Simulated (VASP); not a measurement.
# V3F (Pm-3m) in VASP: a series of runs, part 2 of 2

VASP 6.6.1. Earlier steps stand in the parts before.

## (5) Single point, PBE, collinear spin, ferromagnetic start

This run uses another cell than the first one, of 12.05 Å³/atom.

INCAR reads:

```
SYSTEM = V3F
ALGO = Normal
EDIFF = 1E-7
ENCUT = 520
GGA = PE
ISIF = 2
ISMEAR = 0
ISPIN = 2
LASPH = .True.
LCHARG = .False.
LMAXMIX = 4
LORBIT = 11
LREAL = .False.
LWAVE = .False.
MAGMOM = 2 2 2 0
NBANDS = 35
NELM = 150
PREC = Accurate
SIGMA = 0.1
```

KPOINTS reads:

```
k-points
0
Gamma
  6 6 6
  0 0 0
```

POSCAR reads:

```
V3F
1.0
    3.6391075506      0.0000000000      0.0000000000
    0.0000000000      3.6391075506      0.0000000000
    0.0000000000      0.0000000000      3.6391075506
V F
3 1
Direct
    0.0000000000      0.5000000000      0.5000000000
    0.5000000000      0.0000000000      0.5000000000
    0.5000000000      0.5000000000      0.0000000000
    0.0000000000      0.0000000000      0.0000000000
```

Potentials or basis: VASP PAW PBE potentials, release 64 (V_sv, F).

Run with:

```console
$ cat potpaw_PBE.64/V_sv/POTCAR potpaw_PBE.64/F/POTCAR > POTCAR
$ mpirun -np 1 vasp_std > vasp.out
```

OUTCAR:

```text
SYSTEM = V3F
   EDIFF = 1E-7
   ENCUT = 520
   GGA = PE
   ISIF = 2
   ISMEAR = 0
   ISPIN = 2
   LASPH = .True.
   LORBIT = 11
   LREAL = .False.
   NELM = 150
   PREC = Accurate

 ion  position               nearest neighbor table
   1  0.000  0.500  0.500-   2 2.57   3 2.57   3 2.57   2 2.57   2 2.57   3 2.57   3 2.57   2 2.57

   2  0.500  0.000  0.500-   1 2.57   3 2.57   3 2.57   1 2.57   3 2.57   3 2.57   1 2.57   1 2.57

   3  0.500  0.500  0.000-   1 2.57   2 2.57   1 2.57   2 2.57   2 2.57   2 2.57   1 2.57   1 2.57

   4  0.000  0.000  0.000-

  LATTYP: Found a simple cubic cell.
 ALAT       =     3.6391075506

  Lattice vectors:

 A1 = (   3.6391075506,   0.0000000000,   0.0000000000)
 A2 = (   0.0000000000,   3.6391075506,   0.0000000000)
 A3 = (   0.0000000000,   0.0000000000,   3.6391075506)

Analysis of symmetry for initial positions (statically):
=====================================================================
 Subroutine PRICEL returns:
 Original cell was already a primitive cell.

 Routine SETGRP: Setting up the symmetry group for a
 simple cubic supercell.

 Subroutine GETGRP returns: Found 48 space group operations
 (whereof 48 operations were pure point group operations)
 out of a pool of 48 trial point group operations.

The static configuration has the point symmetry O_h .

Analysis of symmetry for dynamics (positions and initial velocities):
=====================================================================
 Subroutine PRICEL returns:
 Original cell was already a primitive cell.

 Routine SETGRP: Setting up the symmetry group for a
 simple cubic supercell.

 Subroutine GETGRP returns: Found 48 space group operations
 (whereof 48 operations were pure point group operations)
 out of a pool of 48 trial point group operations.

The dynamic configuration has the point symmetry O_h .

Analysis of structural, dynamic, and magnetic symmetry:
[... 160 lines left out ...]

 E-fermi :   9.4913     XC(G=0): -12.6209

 val. band max:        9.4900609524   @ k =   0.5000   0.1667   0.0000
 cond. band min:       9.5602241728   @ k =   0.5000   0.5000   0.0000
 fundamental gap:      0.0701632204
 Fermi energy:         9.4912918660

 spin component 1

 k-point     1 :       0.0000    0.0000    0.0000
  band No.  band energies     occupation
      1     -54.4698      1.00000
      2     -54.1869      1.00000
      3     -54.1869      1.00000
      4     -28.6258      1.00000
      5     -28.6258      1.00000
      6     -28.6258      1.00000
[... 749 lines left out ...]
     34      14.4914      0.00000
     35      14.4914      0.00000
 Fermi energy:         9.4912918660

 spin component 2

 k-point     1 :       0.0000    0.0000    0.0000
  band No.  band energies     occupation
      1     -54.4699      1.00000
      2     -54.1870      1.00000
      3     -54.1870      1.00000
      4     -28.6258      1.00000
      5     -28.6258      1.00000
      6     -28.6258      1.00000
[... 749 lines left out ...]
     34      14.4914      0.00000
     35      14.4914      0.00000

------------------------ aborting loop because EDIFF is reached ----------------------------------------

  FORCE on cell =-STRESS in cart. coord.  units (eV):
  Direction    XX          YY          ZZ          XY          YZ          ZX
  --------------------------------------------------------------------------------------
  -------------------------------------------------------------------------------------
  Total        3.0863290      3.0863290      3.0863290      0.0000000      0.0000000     -0.0000000
  in kB      102.6049068    102.6049068    102.6049068      0.0000000      0.0000000     -0.0000000
  external PRESSURE =     102.6049068 kB  Pullay stress =       0.0000000 kB

 VOLUME and BASIS-vectors are now :
 -----------------------------------------------------------------------------
  energy-cutoff  :      520.00
  volume of cell :       48.19
      direct lattice vectors                 reciprocal lattice vectors
     3.639107551  0.000000000  0.000000000     0.274792648  0.000000000  0.000000000
     0.000000000  3.639107551  0.000000000     0.000000000  0.274792648  0.000000000
     0.000000000  0.000000000  3.639107551     0.000000000  0.000000000  0.274792648

 POSITION                                       TOTAL-FORCE (eV/Angst)
 -----------------------------------------------------------------------------------
      0.00000      1.81955      1.81955         0.000000      0.000000      0.000000
      1.81955      0.00000      1.81955         0.000000      0.000000      0.000000
      1.81955      1.81955      0.00000         0.000000      0.000000      0.000000
      0.00000      0.00000      0.00000         0.000000      0.000000      0.000000
 -----------------------------------------------------------------------------------
    total drift:                                0.000000      0.000000      0.000000

  FREE ENERGIE OF THE ION-ELECTRON SYSTEM (eV)
  ---------------------------------------------------
  free  energy   TOTEN  =       -27.7735129796 eV

  energy  without entropy=      -27.7550896863  energy(sigma->0) =      -27.76430133

 total charge

# of ion       s       p       d       tot
------------------------------------------
    1        2.337   6.154   3.219  11.710
    2        2.337   6.154   3.219  11.710
    3        2.337   6.154   3.219  11.710
    4        1.799   4.195   0.000   5.994
--------------------------------------------------
tot          8.810  22.656   9.658  41.125

 magnetization (x)

# of ion       s       p       d       tot
------------------------------------------
    1        0.000  -0.000  -0.000  -0.000
    2        0.000  -0.000  -0.000  -0.000
    3        0.000  -0.000  -0.000  -0.000
    4        0.000   0.000   0.000   0.000
--------------------------------------------------
tot          0.000  -0.000  -0.000  -0.000
```

OSZICAR:

```text
N       E                     dE             d eps       ncg     rms          rms(c)
DAV:   1     0.644187790857E+03    0.64419E+03   -0.26851E+04  2800   0.153E+03
DAV:   2     0.455142042211E+01   -0.63964E+03   -0.61254E+03  2827   0.506E+02
DAV:   3    -0.281340040899E+02   -0.32685E+02   -0.30823E+02  3066   0.126E+02
DAV:   4    -0.287509550619E+02   -0.61695E+00   -0.61024E+00  2897   0.167E+01
DAV:   5    -0.287552831653E+02   -0.43281E-02   -0.43276E-02  2887   0.166E+00    0.302E+01
DAV:   6    -0.277979660028E+02    0.95732E+00   -0.13242E+01  3095   0.278E+01    0.808E+00
DAV:   7    -0.278239765714E+02   -0.26011E-01   -0.17521E+00  3344   0.974E+00    0.550E+00
DAV:   8    -0.277721453008E+02    0.51831E-01   -0.22588E-01  2847   0.346E+00    0.183E+00
DAV:   9    -0.277735586492E+02   -0.14133E-02   -0.57629E-02  2806   0.139E+00    0.849E-01
DAV:  10    -0.277732419485E+02    0.31670E-03   -0.35998E-03  3280   0.520E-01    0.384E-01
DAV:  11    -0.277734828598E+02   -0.24091E-03   -0.13573E-03  2870   0.223E-01    0.854E-02
DAV:  12    -0.277735154148E+02   -0.32555E-04   -0.11345E-04  2863   0.708E-02    0.260E-02
DAV:  13    -0.277735137466E+02    0.16682E-05   -0.26159E-05  2836   0.343E-02    0.905E-03
DAV:  14    -0.277735134710E+02    0.27555E-06   -0.14728E-06  2931   0.118E-02    0.376E-03
DAV:  15    -0.277735132997E+02    0.17134E-06   -0.61414E-07  2478   0.523E-03    0.232E-03
DAV:  16    -0.277735130168E+02    0.28290E-06   -0.79457E-08  1457   0.196E-03    0.964E-04
DAV:  17    -0.277735129796E+02    0.37185E-07   -0.31543E-08  1409   0.116E-03
   1 F= -.27773513E+02 E0= -.27764301E+02  d E =-.184233E-01  mag=    -0.0000
```

stdout:

```text
POSCAR found type information on POSCAR V F
 POSCAR found :  2 types and       4 ions
 scaLAPACK will be used
 LDA part: xc-table for (Slater+PW92), standard interpolation
 POSCAR, INCAR and KPOINTS ok, starting setup
 FFT: planning ... GRIDC
 FFT: planning ... GRID_SOFT
 FFT: planning ... GRID
 WAVECAR not read
 entering main loop
```

It took 92 s on 1 thread of Oxide Virtual Turin-like, shared host; peak memory 0.16 GiB.

Results:

```yaml
Free_energy: -27.7735 eV
Pressure: 10.3 GPa
Band_gap_on_the_k_mesh: zero (filled and empty bands overlap)
Net_moment: 0.00 μB per cell
Valence_electrons_inside_the_program's_atomic_spheres: V 11.71; F 5.99
```

Levels at points of the mesh, in eV from the Fermi level:
Spin up:
| k point | band 21 | band 22 | band 23 | band 24 | band 25 | band 26 |
| --- | --- | --- | --- | --- | --- | --- |
| (0.00, 0.00, 0.00) | -2.20 | -2.20 | -2.20 | 1.54 | 1.54 | 1.54 |
| (0.50, 0.00, 0.00) | -0.73 | -0.05 | -0.05 | -0.03 | -0.03 | 0.83 |
| (0.50, 0.50, 0.00) | 0.07 | 0.15 | 0.15 | 0.37 | 0.37 | 0.74 |
| (0.50, 0.50, 0.50) | -0.08 | -0.08 | -0.08 | 1.32 | 1.43 | 1.43 |
Spin down:
| k point | band 20 | band 21 | band 22 | band 23 | band 24 | band 25 | band 26 | band 27 |
| --- | --- | --- | --- | --- | --- | --- | --- | --- |
| (0.00, 0.00, 0.00) | -2.35 | -2.20 | -2.20 | -2.20 | 1.54 | 1.54 | 1.54 | 2.81 |
| (0.50, 0.00, 0.00) | -1.08 | -0.73 | -0.05 | -0.05 | -0.03 | -0.03 | 0.83 | 1.25 |
| (0.50, 0.50, 0.00) | -1.13 | 0.07 | 0.15 | 0.15 | 0.37 | 0.37 | 0.74 | 1.14 |
| (0.50, 0.50, 0.50) | -1.57 | -0.08 | -0.08 | -0.08 | 1.32 | 1.43 | 1.43 | 1.43 |

Caveat: the cell stands under pressure; the moments typed at the start vanished in this run. With open d or f shells a metallic result of PBE can be an artefact of self-interaction; +U or a hybrid may open a gap.

## (6) Relaxation of cell and atoms, PBE

INCAR reads:

```
PREC     = Accurate       # precision mode
ENCUT    = 600            # plane-wave cutoff, eV
EDIFF    = 1E-6           # SCF threshold, eV
ISMEAR   = 0              # smearing method
SIGMA    = 0.1            # smearing width, eV
LREAL    = F              # projectors in reciprocal space
LASPH    = T              # aspherical terms in the spheres
NELM     = 80             # most SCF steps
ALGO     = Fast           # electronic algorithm
ISIF     = 3              # what is computed and relaxed
LWAVE    = F              # write WAVECAR
LCHARG   = F              # write CHGCAR
GGA      = PE             # functional
IBRION   = 2              # ionic algorithm
NSW      = 100            # ionic steps
EDIFFG   = -0.01          # ionic threshold
```

KPOINTS reads:

```
regular mesh
0
Gamma
  12 12 12
```

POSCAR reads:

```
V3F
1.0
    3.7158414505      0.0000000000      0.0000000000
    0.0000000000      3.7158414505      0.0000000000
    0.0000000000      0.0000000000      3.7158414505
V F
3 1
Direct
    0.0000000000      0.5000000000      0.5000000000
    0.5000000000      0.0000000000      0.5000000000
    0.5000000000      0.5000000000      0.0000000000
    0.0000000000      0.0000000000      0.0000000000
```

Potentials or basis: VASP PAW PBE potentials, release 64 (V_sv, F).

Run with:

```console
$ cat potpaw_PBE.64/V_sv/POTCAR potpaw_PBE.64/F/POTCAR > POTCAR
$ mpirun -np 1 vasp_std > vasp.out
```

Run time: 3.3 min. Hardware: 1 thread of Oxide Virtual Turin-like, shared host; peak memory 0.21 GiB.

The run converged. Its results:

```
Free energy                           : -27.8933 eV
Relaxed volume                        : 12.85 Å³/atom
Relaxed cell                          : a = 3.718 Å, b = 3.718 Å, c = 3.718 Å, α = 90.00°, β = 90.00°, γ = 90.00°
Space group after relaxing (to 0.1 Å) : Pm-3m (No. 221)
Energy gained by relaxing             : 0.0 meV/atom
Ionic steps                           : 2
Pressure after relaxing               : -0.1 GPa
Band gap on the k mesh                : zero (bands 23 and 24 overlap by 0.22 eV)
```

Final structure:
```cif
data_structure
_symmetry_space_group_name_H-M 'P 1'
_symmetry_Int_Tables_number 1
_cell_length_a 3.7179
_cell_length_b 3.7179
_cell_length_c 3.7179
_cell_angle_alpha 90.000
_cell_angle_beta 90.000
_cell_angle_gamma 90.000
_cell_volume 51.39
loop_
_atom_site_label
_atom_site_type_symbol
_atom_site_fract_x
_atom_site_fract_y
_atom_site_fract_z
_atom_site_occupancy
V1 V 0.00000 0.50000 0.50000 1
V2 V 0.50000 0.00000 0.50000 1
V3 V 0.50000 0.50000 0.00000 1
F1 F 0.00000 0.00000 0.00000 1
```

Levels at points of the mesh, in eV from the Fermi level:
```tsv
k point	band 19	band 20	band 21	band 22	band 23	band 24	band 25	band 26	band 27
(0.00, 0.00, 0.00)	-2.15	-2.15	-2.01	-2.01	-2.01	1.44	1.44	1.44	2.58
(0.50, 0.00, 0.00)	-1.24	-1.02	-0.66	-0.07	-0.07	-0.06	-0.06	0.80	1.13
(0.50, 0.50, 0.00)	-1.25	-1.08	0.02	0.13	0.13	0.29	0.29	0.68	1.07
(0.50, 0.50, 0.50)	-2.60	-1.46	-0.07	-0.07	-0.07	1.05	1.34	1.34	1.34
```

Caveat: the run has no spin polarisation, though such a crystal can be magnetic. With open d or f shells a metallic result of PBE can be an artefact of self-interaction; +U or a hybrid may open a gap.

## (7) Summary

```csv
task,spin,cell,k mesh,cutoff (eV),gap on the mesh (eV),pressure (GPa),relaxed volume (Å³/atom)
single point,off,"a = 3.716 Å, 4 atoms",6 × 6 × 6,520,none,0.4,-
single point,off,"a = 3.717 Å, 4 atoms",12 × 12 × 12,520,none,0.0,-
relaxation of cell and atoms,off,"relaxed from a = 3.639 Å, 4 atoms",6 × 6 × 6,600,none,0.0,12.87
single point,"collinear, ferromagnetic start","a = 3.639 Å, 4 atoms",6 × 6 × 6,520,none,10.3,-
relaxation of cell and atoms,off,"relaxed from a = 3.716 Å, 4 atoms",12 × 12 × 12,600,none,-0.1,12.85
```

Alike in all rows: level PBE; potentials or basis VASP PAW PBE potentials, release 64 (V_sv, F); smearing gaussian 0.1 eV.

Caveats: the cell stands under pressure (at least some runs); the moments typed at the start vanished in this run (at least some runs).

Total energies depend on the potentials used, so only differences within one code and one set of settings carry meaning.

The gap in the log of VASP goes by the Fermi energy; the results here count the filled bands.